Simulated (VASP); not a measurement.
# V (P6_3/mmc) in VASP: a series of runs

The runs below take V through single point, relaxation of cell and atoms, with RPBE.

Everything below comes from runs of VASP 6.6.1. Logs are shortened: lines on timing, memory, paths and dates and some standing lists are left out, and cuts for length are marked.

## (1) The cell of the first run

The structure is hexagonal, space group P6_3/mmc (No. 194). Conventional cell: a = 2.658 Å, b = 2.658 Å, c = 9.293 Å, α = 90.00°, β = 90.00°, γ = 120.00°. V (site symmetry -3m) has 12 V at 2.66 to 2.78 Å within 3.5 Å. V (site symmetry -6m2) has 12 V at 2.66 to 2.78 Å within 3.5 Å.

## (2) Single point, RPBE

Contents of INCAR:

```
PREC = Accurate ; ENCUT = 520
EDIFF = 1E-7 ; ISMEAR = -1
SIGMA = 0.1 ; LREAL = False
LASPH = True ; NELM = 80
ALGO = Normal ; ISIF = 2
LWAVE = False ; LCHARG = False
GGA = RP ; NBANDS = 34
```

Contents of KPOINTS:

```
regular mesh
0
Gamma
  18 18 5
```

Contents of POSCAR:

```
V
1.0
    2.6578538648      0.0000000000      0.0000000000
   -1.3289269324      2.3017689665      0.0000000000
    0.0000000000      0.0000000000      9.2926979713
V
4
Direct
    0.0000000000      0.0000000000      1.0000000000
    1.0000000000      0.0000000000      0.5000000000
    0.3333333333      0.6666666667      0.2500000000
    0.6666666667      0.3333333333      0.7500000000
```

Potentials or basis: VASP PAW PBE potentials, release 64 (V_sv).

Launch:

```
$ cat potpaw_PBE.64/V_sv/POTCAR > POTCAR
$ mpirun -np 1 vasp_std > vasp.out
```

OUTCAR:

```text
PREC = Accurate
   ENCUT = 520
   EDIFF = 1E-7
   ISMEAR = -1
   LREAL = False
   LASPH = True
   NELM = 80
   ISIF = 2
   GGA = RP

 ion  position               nearest neighbor table
   1  0.000  0.000  0.000-   3 2.78   4 2.78   4 2.78   3 2.78   4 2.78   3 2.78
   2  0.000  0.000  0.500-   3 2.78   4 2.78   4 2.78   3 2.78   4 2.78   3 2.78
   3  0.333  0.667  0.250-   1 2.78   2 2.78   1 2.78   2 2.78   1 2.78   2 2.78
   4  0.667  0.333  0.750-   1 2.78   2 2.78   1 2.78   2 2.78   1 2.78   2 2.78

  LATTYP: Found a hexagonal cell.
 ALAT       =     2.6578538648
 C/A-ratio  =     3.4963163680

  Lattice vectors:

 A1 = (   2.6578538648,   0.0000000000,   0.0000000000)
 A2 = (  -1.3289269324,   2.3017689665,   0.0000000000)
 A3 = (   0.0000000000,   0.0000000000,   9.2926979713)

Analysis of symmetry for initial positions (statically):
=====================================================================
 Subroutine PRICEL returns:
 Original cell was already a primitive cell.

 Routine SETGRP: Setting up the symmetry group for a
 hexagonal supercell.

 Subroutine GETGRP returns: Found 24 space group operations
 (whereof 12 operations were pure point group operations)
 out of a pool of 24 trial point group operations.

The static configuration has the point symmetry D_3d.
 The point group associated with its full space group is D_6h.

Analysis of symmetry for dynamics (positions and initial velocities):
=====================================================================
 Subroutine PRICEL returns:
 Original cell was already a primitive cell.

 Routine SETGRP: Setting up the symmetry group for a
 hexagonal supercell.

 Subroutine GETGRP returns: Found 24 space group operations
 (whereof 12 operations were pure point group operations)
 out of a pool of 24 trial point group operations.

The dynamic configuration has the point symmetry D_3d.
 The point group associated with its full space group is D_6h.

 Subroutine INISYM returns: Found 24 space group operations
 (whereof 12 operations are pure point group operations),
 and found     1 'primitive' translations

----------------------------------------------------------------------------------------

                                     Primitive cell

  volume of cell :      56.8505

  direct lattice vectors                    reciprocal lattice vectors
     2.657853865  0.000000000  0.000000000     0.376243409  0.217224234  0.000000000
    -1.328926932  2.301768967  0.000000000     0.000000000  0.434448467  0.000000000
[... 84 lines left out ...]
   LNONCOLLINEAR =      F non collinear calculations
   LSORBIT =      F    spin-orbit coupling
   LASPH  =      T    aspherical Exc in radial PAW
   ENCUT  =  520.0 eV  38.22 Ry    6.18 a.u.   4.94  4.94 17.28*2*pi/ulx,y,z
   NELM   =     80;   NELMIN=  2; NELMDL= -5     # of ELM steps
   EDIFF  = 0.1E-06   stopping-criterion for ELM
   LREAL  =      F    real-space projection
   EDIFFG = 0.1E-05   stopping-criterion for IOM
   NSW    =      0    number of steps for IOM
   IBRION =     -1    ionic relax: 0-MD 1-quasi-New 2-CG
   NFREE  =      0    steps in history (QN), initial steepest desc. (CG)
   ISIF   =      2    stress and relaxation
   ISYM   =      2    0-nonsym 1-usesym 2-fastsym
   POTIM  = 0.5000    time-step for ionic-motion
   TEBEG  =    0.0;   TEEND  =   0.0 temperature during run
   PSTRESS=    0.0 pullay stress
   NELECT =      52.0000    total number of electrons
   NUPDOWN=      -1.0000    fix difference up-down
   EMIN   =  10.00;   EMAX   =-10.00  energy-range for DOS
   EFERMI =   0.00;   METHOD = LEGACY
   ISMEAR =    -1;   SIGMA  =   0.10  broadening in eV -4-tet -1-fermi 0-gaus
   EFERMI_NEDOS =   21; number of points for ismear=-14 and -15
   IALGO  =     38    algorithm
   IMIX   =      4    mixing-type and parameters
     AMIX     =   0.40;   BMIX     =  1.00
     AMIX_MAG =   1.60;   BMIX_MAG =  1.00
  volume/ion in A,a.u.               =      14.21        95.91
  Fermi-wavevector in a.u.,A,eV,Ry     =   1.589148  3.003055 34.360043  2.525392
  Thomas-Fermi vector in A             =   2.688042
   LORBIT       =      0    0 simple, 1 ext, 2 COOP (PROOUT), +10 PAW based schemes
   GGA     = RP    functional components
   LHFCALC =     F    Hartree Fock is set to
   AEXX    =    0.0000 exact exchange contribution
   IVDW    =     0    specifies the selected vdW correction
   LEPSILON=     F    determine dielectric tensor
   LRPA    =     F    only Hartree local field effects (RPA)
 non-spin polarized calculation
  energy-cutoff  :      520.00
  volume of cell :       56.85
 maximum number of plane-waves:      1569
 NGX is ok and might be reduce to    20
   NGX =  9   NGY =  9   NGZ = 35

 number of electron      52.0000006 magnetization

 Free energy of the ion-electron system (eV)
  ---------------------------------------------------
  ext. energy  EPLUGINS =         0.00000000
  ---------------------------------------------------
  free energy    TOTEN  =       -33.24433521 eV

  energy without entropy =      -33.02178198  energy(sigma->0) =      -33.13305860

 E-fermi :   9.4844     XC(G=0): -12.4900

 val. band max:        9.4705832518   @ k =   0.3889   0.2222   0.4000
 cond. band min:       9.4855128529   @ k =   0.3889   0.1667   0.2000
 fundamental gap:      0.0149296011
 Fermi energy:         9.4844281562

 k-point     1 :       0.0000    0.0000    0.0000
  band No.  band energies     occupation
      1     -54.7288      2.00000
      2     -54.6916      2.00000
      3     -54.6461      2.00000
      4     -54.6084      2.00000
      5     -28.7433      2.00000
      6     -28.4390      2.00000
[... 877 lines left out ...]
     33      12.1053      0.00000
     34      12.3518      0.00000

 [... further k-points ...]
[... 5 lines left out ...]
  --------------------------------------------------------------------------------------
  -------------------------------------------------------------------------------------
  Total        0.1042877      0.1042877      0.0758928      0.0000000      0.0000000      0.0000000
  in kB        2.9390652      2.9390652      2.1388323      0.0000000      0.0000000      0.0000000
  external PRESSURE =       2.6723209 kB  Pullay stress =       0.0000000 kB

 VOLUME and BASIS-vectors are now :
 -----------------------------------------------------------------------------
  energy-cutoff  :      520.00
  volume of cell :       56.85
      direct lattice vectors                 reciprocal lattice vectors
     2.657853865  0.000000000  0.000000000     0.376243409  0.217224234  0.000000000
    -1.328926932  2.301768967  0.000000000     0.000000000  0.434448467  0.000000000
     0.000000000  0.000000000  9.292697971     0.000000000  0.000000000  0.107611374

 POSITION                                       TOTAL-FORCE (eV/Angst)
 -----------------------------------------------------------------------------------
      0.00000      0.00000      0.00000         0.000000      0.000000      0.000000
      0.00000      0.00000      4.64635         0.000000      0.000000      0.000000
     -0.00000      1.53451      2.32317        -0.000000     -0.000000     -0.000000
      1.32893      0.76726      6.96952         0.000000      0.000000      0.000000
 -----------------------------------------------------------------------------------
    total drift:                                0.000000     -0.000000      0.000000

  FREE ENERGIE OF THE ION-ELECTRON SYSTEM (eV)
  ---------------------------------------------------
  free  energy   TOTEN  =       -33.2443352097 eV

  energy  without entropy=      -33.0217819845  energy(sigma->0) =      -33.13305860
```

Run time: 2.5 min. Hardware: 1 thread of Intel Xeon Platinum 8488C (Sapphire Rapids), shared host; peak memory 0.27 GiB.

What came out:

```
Free energy            : -33.2443 eV
Pressure               : 0.3 GPa
Band gap on the k mesh : zero (band 26 reaches 9.85 eV, above the bottom of band 27 at 8.94 eV)
```

Caveat: the PAW data sets were made with another functional, which shifts forces and pressure a little.

## (3) Relaxation of cell and atoms, RPBE

This run uses another cell than the first one, of 13.83 Å³/atom, 0.973 times its volume.

Contents of INCAR:

```
ALGO     = Normal         # electronic algorithm
EDIFF    = 1E-6           # SCF threshold, eV
EDIFFG   = -0.01          # ionic threshold
ENCUT    = 600            # plane-wave cutoff, eV
GGA      = RP             # functional
IBRION   = 2              # ionic algorithm
ISIF     = 3              # what is computed and relaxed
ISMEAR   = -1             # smearing method
LASPH    = True           # aspherical terms in the spheres
LCHARG   = False          # write CHGCAR
LREAL    = False          # projectors in reciprocal space
LWAVE    = False          # write WAVECAR
NELM     = 80             # most SCF steps
NSW      = 80             # ionic steps
PREC     = Accurate       # precision mode
SIGMA    = 0.1            # smearing width, eV
```

Contents of KPOINTS:

```
k-points
0
Gamma
  13 13 4
```

Contents of POSCAR:

```
V
1.0
    2.6940739632      0.0000000000      0.0000000000
   -1.3470369816      2.3331364918      0.0000000000
    0.0000000000      0.0000000000      8.7988455638
V
4
Direct
    0.0000000000      0.0000000000      0.0000000000
    0.0000000000      0.0000000000      0.5000000000
    0.3333333333      0.6666666667      0.2500000000
    0.6666666667      0.3333333333      0.7500000000
```

Potentials or basis: VASP PAW PBE potentials, release 64 (V_sv).

Launch:

```
$ cat potpaw_PBE.64/V_sv/POTCAR > POTCAR
$ mpirun -np 1 vasp_std > vasp.out
```

It took 9.2 min on 1 thread of Intel Xeon Platinum 8488C (Sapphire Rapids), shared host; peak memory 0.26 GiB.

It converged, with:

- Free energy: -33.2430 eV
- Relaxed volume: 14.23 Å³/atom
- Relaxed cell: a = 2.659 Å, b = 2.659 Å, c = 9.297 Å, α = 90.00°, β = 90.00°, γ = 120.00°
- Space group after relaxing (to 0.05 Å): P6_3/mmc (No. 194)
- Energy gained by relaxing: 16.3 meV/atom
- Ionic steps: 11
- Pressure after relaxing: 0.0 GPa
- Band gap on the k mesh: zero (band 26 reaches 9.84 eV, above the bottom of band 27 at 9.03 eV)

Stress tensor (GPa, compression positive):
```
-0.04  0.00  0.00
 0.00 -0.04  0.00
 0.00  0.00  0.05
```

Step by step:
| step | energy change (eV) | largest force (eV/Å) | pressure (GPa) | volume (Å³) |
| --- | --- | --- | --- | --- |
| 1 | 0.0000 | 0.0000 | 5.28 | 55.31 |
| 2 | -0.0066 | 0.0000 | -5.35 | 59.03 |
| 3 | -0.0347 | 0.0000 | -0.64 | 57.23 |
| 4 | -0.0469 | 0.0000 | -0.54 | 57.18 |
| 5 | -0.0632 | 0.0000 | -0.31 | 57.06 |
| 6 | -0.0326 | 0.0000 | 0.66 | 56.70 |
| 7 | -0.0651 | 0.0000 | -0.21 | 57.01 |
| 8 | -0.0652 | 0.0000 | -0.18 | 56.99 |
| 9 | -0.0652 | 0.0000 | -0.19 | 56.99 |
| 10 | -0.0651 | 0.0000 | 0.38 | 56.80 |
| 11 | -0.0653 | 0.0000 | -0.01 | 56.93 |

Final structure:
```
V
1.0
     2.65900    0.00000    0.00000
    -1.32950    2.30277    0.00000
     0.00000    0.00000    9.29732
V
4
Direct
  0.00000 0.00000 0.00000
  0.00000 0.00000 0.50000
  0.33333 0.66667 0.25000
  0.66667 0.33333 0.75000
```

Levels at points of the mesh, in eV from the Fermi level:
```tsv
k point	band 24	band 25	band 26	band 27	band 28	band 29
(0.00, 0.00, 0.00)	0.04	0.23	0.23	0.28	0.28	0.49
(0.00, 0.00, 0.50)	-0.50	0.29	0.29	0.29	0.29	0.47
```

Caveat: the PAW data sets were made with another functional, which shifts forces and pressure a little.
